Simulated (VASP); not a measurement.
# Sc2Al (P6_3/mmc) in VASP: a series of runs, part 2 of 2

VASP 6.6.1. The steps go on from the part before.

## (3) Single point, PBEsol

Input file INCAR:

```
SYSTEM = Sc2Al
ALGO = Fast ; EDIFF = 1E-6
ENCUT = 520 ; GGA = PS
ISIF = 2 ; ISMEAR = 0
LASPH = .TRUE. ; LCHARG = .TRUE.
LELF = .TRUE. ; LREAL = .FALSE.
LVHAR = .TRUE. ; LWAVE = .FALSE.
NBANDS = 34 ; NELM = 100
PREC = Accurate ; SIGMA = 0.1
```

Input file KPOINTS:

```
k-points
0
G
  12 12 6
  0 0 0
```

Input file POSCAR:

```
Sc2Al
1.0
    4.8926114005      0.0000000000      0.0000000000
   -2.4463057002      4.2371257637      0.0000000000
    0.0000000000      0.0000000000      6.1614205700
Sc Al
4 2
Direct
    0.0000000000      0.0000000000      0.0000000000
    0.0000000000      0.0000000000      0.5000000000
    0.3333333333      0.6666666667      0.7500000000
    0.6666666667      0.3333333333      0.2500000000
    0.3333333333      0.6666666667      0.2500000000
    0.6666666667      0.3333333333      0.7500000000
```

Potentials or basis: VASP PAW PBE potentials, release 64 (Sc_sv, Al).

The run is started by

```
cat potpaw_PBE.64/Sc_sv/POTCAR potpaw_PBE.64/Al/POTCAR > POTCAR
mpirun -np 1 vasp_std > vasp.out
```

OUTCAR:

```text
SYSTEM = Sc2Al
   EDIFF = 1E-6
   ENCUT = 520
   GGA = PS
   ISIF = 2
   ISMEAR = 0
   LASPH = .TRUE.
   LREAL = .FALSE.
   NELM = 100
   PREC = Accurate

 ion  position               nearest neighbor table
   1  0.000  0.000  0.000-   2 3.08   2 3.08   4 3.22   5 3.22   6 3.22   3 3.22   3 3.22   5 3.22
                             4 3.22   6 3.22   4 3.22   6 3.22   3 3.22   5 3.22
   2  0.000  0.000  0.500-   1 3.08   1 3.08   4 3.22   5 3.22   6 3.22   3 3.22   3 3.22   5 3.22
                             4 3.22   6 3.22   4 3.22   6 3.22   3 3.22   5 3.22
   3  0.333  0.667  0.750-   6 2.82   6 2.82   6 2.82   5 3.08   5 3.08   1 3.22   2 3.22   2 3.22
                             1 3.22   2 3.22   1 3.22
   4  0.667  0.333  0.250-   5 2.82   5 2.82   5 2.82   6 3.08   6 3.08   1 3.22   2 3.22   1 3.22
                             2 3.22   1 3.22   2 3.22
   5  0.333  0.667  0.250-   4 2.82   4 2.82   4 2.82   3 3.08   3 3.08   1 3.22   2 3.22   2 3.22
                             1 3.22   2 3.22   1 3.22
   6  0.667  0.333  0.750-   3 2.82   3 2.82   3 2.82   4 3.08   4 3.08   1 3.22   2 3.22   1 3.22
                             2 3.22   1 3.22   2 3.22

  LATTYP: Found a hexagonal cell.
 ALAT       =     4.8926114005
 C/A-ratio  =     1.2593316872

  Lattice vectors:

 A1 = (   4.8926114005,   0.0000000000,   0.0000000000)
 A2 = (  -2.4463057002,   4.2371257637,   0.0000000000)
 A3 = (   0.0000000000,   0.0000000000,   6.1614205700)

Analysis of symmetry for initial positions (statically):
=====================================================================
 Subroutine PRICEL returns:
 Original cell was already a primitive cell.

 Routine SETGRP: Setting up the symmetry group for a
 hexagonal supercell.

 Subroutine GETGRP returns: Found 24 space group operations
 (whereof 12 operations were pure point group operations)
 out of a pool of 24 trial point group operations.

The static configuration has the point symmetry D_3d.
 The point group associated with its full space group is D_6h.

Analysis of symmetry for dynamics (positions and initial velocities):
=====================================================================
 Subroutine PRICEL returns:
 Original cell was already a primitive cell.

 Routine SETGRP: Setting up the symmetry group for a
 hexagonal supercell.

 Subroutine GETGRP returns: Found 24 space group operations
 (whereof 12 operations were pure point group operations)
 out of a pool of 24 trial point group operations.

The dynamic configuration has the point symmetry D_3d.
 The point group associated with its full space group is D_6h.

 Subroutine INISYM returns: Found 24 space group operations
 (whereof 12 operations are pure point group operations),
 and found     1 'primitive' translations

----------------------------------------------------------------------------------------

                                     Primitive cell

  volume of cell :     127.7300

  direct lattice vectors                    reciprocal lattice vectors
     4.892611400  0.000000000  0.000000000     0.204389827  0.118004522  0.000000000
[... 41 lines left out ...]
  Shift w.r.t. Gamma in fractional coordinates (k-lattice)
     0.000000000  0.000000000  0.000000000

 Subroutine IBZKPT returns following result:
 ===========================================

 Found     76 irreducible k-points:

 Following reciprocal coordinates:
            Coordinates               Weight
  0.000000  0.000000  0.000000      1.000000
  0.083333 -0.000000  0.000000      6.000000
  0.166667 -0.000000  0.000000      6.000000
  0.250000 -0.000000  0.000000      6.000000
  0.333333 -0.000000  0.000000      6.000000
  0.416667  0.000000  0.000000      6.000000
[... 16 lines left out ...]
  0.250000 -0.000000  0.166667     12.000000
  0.333333 -0.000000  0.166667     12.000000
 [... further k-points ...]
   k-points           NKPTS =     76   k-points in BZ     NKDIM =     76   number of bands    NBANDS=     34
   number of dos      NEDOS =    301   number of ions     NIONS =      6
   total plane-waves  NPLWV =  62208
   dimension x,y,z NGX =    36 NGY =   36 NGZ =   48
   dimension x,y,z NGXF=    72 NGYF=   72 NGZF=   96
   ions per type =               4   2
   NGX,Y,Z   is equivalent  to a cutoff of  12.23, 12.23, 12.95 a.u.
   NGXF,Y,Z  is equivalent  to a cutoff of  24.46, 24.46, 25.90 a.u.
 SYSTEM =  Sc2Al
   PREC   = accura    normal or accurate (medium, high low for compatibility)
   ISTART =      0    job   : 0-new  1-cont  2-samecut
   ICHARG =      2    charge: 1-file 2-atom 10-const
   ISPIN  =      1    spin polarized calculation?
   LNONCOLLINEAR =      F non collinear calculations
   LSORBIT =      F    spin-orbit coupling
   LASPH  =      T    aspherical Exc in radial PAW
   ENCUT  =  520.0 eV  38.22 Ry    6.18 a.u.   9.10  9.10 11.46*2*pi/ulx,y,z
   NELM   =    100;   NELMIN=  2; NELMDL= -5     # of ELM steps
   EDIFF  = 0.1E-05   stopping-criterion for ELM
   LREAL  =      F    real-space projection
   EDIFFG = 0.1E-04   stopping-criterion for IOM
   NSW    =      0    number of steps for IOM
   IBRION =     -1    ionic relax: 0-MD 1-quasi-New 2-CG
   NFREE  =      0    steps in history (QN), initial steepest desc. (CG)
   ISIF   =      2    stress and relaxation
   ISYM   =      2    0-nonsym 1-usesym 2-fastsym
   POTIM  = 0.5000    time-step for ionic-motion
   TEBEG  =    0.0;   TEEND  =   0.0 temperature during run
   PSTRESS=    0.0 pullay stress
   NELECT =      50.0000    total number of electrons
   NUPDOWN=      -1.0000    fix difference up-down
   EMIN   =  10.00;   EMAX   =-10.00  energy-range for DOS
   EFERMI =   0.00;   METHOD = LEGACY
   ISMEAR =     0;   SIGMA  =   0.10  broadening in eV -4-tet -1-fermi 0-gaus
   EFERMI_NEDOS =   21; number of points for ismear=-14 and -15
   IALGO  =     68    algorithm
   IMIX   =      4    mixing-type and parameters
     AMIX     =   0.40;   BMIX     =  1.00
     AMIX_MAG =   1.60;   BMIX_MAG =  1.00
  volume/ion in A,a.u.               =      21.29       143.66
  Fermi-wavevector in a.u.,A,eV,Ry     =   1.197569  2.263077 19.513086  1.434171
  Thomas-Fermi vector in A             =   2.333480
   LORBIT       =      0    0 simple, 1 ext, 2 COOP (PROOUT), +10 PAW based schemes
   GGA     = PS    functional components
   LHFCALC =     F    Hartree Fock is set to
   AEXX    =    0.0000 exact exchange contribution
   IVDW    =     0    specifies the selected vdW correction
   LEPSILON=     F    determine dielectric tensor
   LRPA    =     F    only Hartree local field effects (RPA)
 non-spin polarized calculation
 RMM-DIIS sequential band-by-band and
 Gauss-broadening in eV      SIGMA  =   0.10
  energy-cutoff  :      520.00
  volume of cell :      127.73
 maximum number of plane-waves:      3455
   NGX = 19   NGY = 19   NGZ = 23

 number of electron      50.0000002 magnetization

 Free energy of the ion-electron system (eV)
  ---------------------------------------------------
  ext. energy  EPLUGINS =         0.00000000
  ---------------------------------------------------
  free energy    TOTEN  =       -36.71660681 eV

  energy without entropy =      -36.67900282  energy(sigma->0) =      -36.69780481

 E-fermi :   4.7440     XC(G=0): -10.1863

 val. band max:        4.7436115163   @ k =   0.1667  -0.0000   0.0000
 cond. band min:       4.7516946207   @ k =   0.3333   0.0833   0.0000
 fundamental gap:      0.0080831045
 Fermi energy:         4.7439933523

 k-point     1 :       0.0000    0.0000    0.0000
  band No.  band energies     occupation
      1     -44.5590      2.00000
      2     -44.5012      2.00000
      3     -44.4801      2.00000
      4     -44.4649      2.00000
      5     -23.4126      2.00000
      6     -23.3792      2.00000
[... 877 lines left out ...]
     33       6.7456      0.00000
     34       7.2155      0.00000

 [... further k-points ...]
[... 5 lines left out ...]
  --------------------------------------------------------------------------------------
  -------------------------------------------------------------------------------------
  Total       -1.5151758     -1.5151758     -1.6986636     -0.0000000      0.0000000     -0.0000000
  in kB      -19.0055600    -19.0055600    -21.3071333     -0.0000000      0.0000000     -0.0000000
  external PRESSURE =     -19.7727511 kB  Pullay stress =       0.0000000 kB

 VOLUME and BASIS-vectors are now :
 -----------------------------------------------------------------------------
  energy-cutoff  :      520.00
  volume of cell :      127.73
      direct lattice vectors                 reciprocal lattice vectors
     4.892611400  0.000000000  0.000000000     0.204389827  0.118004522  0.000000000
    -2.446305700  4.237125764  0.000000000     0.000000000  0.236009044  0.000000000
     0.000000000  0.000000000  6.161420570     0.000000000  0.000000000  0.162300234

 POSITION                                       TOTAL-FORCE (eV/Angst)
 -----------------------------------------------------------------------------------
      0.00000      0.00000      0.00000        -0.000000      0.000000     -0.000000
      0.00000      0.00000      3.08071        -0.000000      0.000000     -0.000000
     -0.00000      2.82475      4.62107        -0.000000      0.000000     -0.000000
      2.44631      1.41238      1.54036         0.000000     -0.000000     -0.000000
     -0.00000      2.82475      1.54036         0.000000     -0.000000      0.000000
      2.44631      1.41238      4.62107         0.000000      0.000000      0.000000
 -----------------------------------------------------------------------------------
    total drift:                               -0.000000      0.000000     -0.000000

  FREE ENERGIE OF THE ION-ELECTRON SYSTEM (eV)
  ---------------------------------------------------
  free  energy   TOTEN  =       -36.7166068054 eV

  energy  without entropy=      -36.6790028191  energy(sigma->0) =      -36.69780481
```

It took 8.7 min on 1 thread of Intel Xeon 6975P-C, shared host; peak memory 0.41 GiB.

What came out:

- Free energy: -36.7166 eV
- Pressure: -2.0 GPa
- Band gap on the k mesh: zero (band 25 reaches 5.09 eV, above the bottom of band 26 at 4.37 eV)

Stress tensor (GPa, compression positive):
```
-1.90  0.00  0.00
 0.00 -1.90  0.00
 0.00  0.00 -2.13
```

Levels at points of the mesh, in eV from the Fermi level:
| k point | band 22 | band 23 | band 24 | band 25 | band 26 | band 27 | band 28 | band 29 |
| --- | --- | --- | --- | --- | --- | --- | --- | --- |
| (0.00, 0.00, 0.00) | -0.67 | -0.66 | -0.66 | -0.38 | -0.38 | -0.06 | -0.06 | 1.80 |
| (0.50, 0.00, 0.00) | -1.14 | -1.06 | -0.85 | -0.66 | 0.22 | 0.37 | 0.83 | 1.10 |
| (0.00, 0.00, 0.50) | -1.46 | -1.06 | -1.06 | 0.09 | 0.09 | 0.09 | 0.09 | 1.48 |
| (0.50, 0.00, 0.50) | -1.13 | -0.87 | -0.87 | 0.18 | 0.18 | 0.50 | 0.50 | 1.13 |

Caveat: the PAW data sets were made with another functional, which shifts forces and pressure a little.

## (4) Single point, PBEsol

Input file INCAR:

```
PREC = Accurate ; ENCUT = 520
EDIFF = 1E-6 ; ISMEAR = 0
SIGMA = 0.1 ; LREAL = F
LASPH = T ; NELM = 60
ALGO = Fast ; ISIF = 2
LWAVE = F ; LCHARG = F
GGA = PS ; NBANDS = 34
```

Input file KPOINTS:

```
regular mesh
0
Gamma
  12 12 6
```

POSCAR is that of step 3.

The run is started by

```
cat potpaw_PBE.64/Sc_sv/POTCAR potpaw_PBE.64/Al/POTCAR > POTCAR
mpirun -np 1 vasp_std > vasp.out
```

Run time: 8.4 min. Hardware: 1 thread of Intel Xeon 6975P-C, shared host; peak memory 0.41 GiB.

The run converged. Its results:

```
Free energy            : -36.7166 eV
Pressure               : -2.0 GPa
Band gap on the k mesh : zero (band 25 reaches 5.09 eV, above the bottom of band 26 at 4.37 eV)
```

Stress tensor (GPa, compression positive):
```
-1.90  0.00  0.00
 0.00 -1.90  0.00
 0.00  0.00 -2.13
```

Levels at points of the mesh, in eV from the Fermi level:
| k point | band 21 | band 22 | band 23 | band 24 | band 25 | band 26 | band 27 | band 28 | band 29 | band 30 |
| --- | --- | --- | --- | --- | --- | --- | --- | --- | --- | --- |
| (0.00, 0.00, 0.00) | -1.78 | -0.67 | -0.66 | -0.66 | -0.38 | -0.38 | -0.06 | -0.06 | 1.80 | 1.97 |
| (0.50, 0.00, 0.00) | -1.24 | -1.14 | -1.06 | -0.85 | -0.66 | 0.22 | 0.37 | 0.83 | 1.10 | 1.23 |
| (0.00, 0.00, 0.50) | -1.46 | -1.46 | -1.06 | -1.06 | 0.09 | 0.09 | 0.09 | 0.09 | 1.48 | 1.48 |
| (0.50, 0.00, 0.50) | -1.13 | -1.13 | -0.87 | -0.87 | 0.18 | 0.18 | 0.50 | 0.50 | 1.13 | 1.13 |

Caveat: the PAW data sets were made with another functional, which shifts forces and pressure a little.
